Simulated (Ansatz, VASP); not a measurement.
**Os: VASP beside Ansatz**

```
Os
1.0
     0.00000    1.87621    1.87621
     1.87621    0.00000    1.87621
     1.87621    1.87621    0.00000
Os
1
Direct
  0.00000 0.00000 0.00000
```

Alike in both runs: task single point; functional LDA; k mesh 16 × 16 × 16; occupations fermi-dirac, width 0.1 eV; no spin polarisation.

|  | VASP | Ansatz |
| --- | --- | --- |
| version | VASP 6.6.1 | Ansatz 0.2.0 |
| potentials or method | VASP PAW LDA potentials, release 64 (Os_sv_GW), cutoff 500 eV | plane waves (420 eV) with PAW, scalar-relativistic |
| valence electrons in the cell | 16 | 16 |

|  | VASP | Ansatz | Ansatz less VASP |
| --- | --- | --- | --- |
| pressure (GPa) | 19.1 | 19.5 | +0.41 |

Ansatz warns that its potentials were made for another functional, while VASP's fit it. LDA's correlation is that of Perdew and Zunger in VASP and of Perdew and Wang (1992) in Ansatz.

Spin-orbit coupling is off throughout.
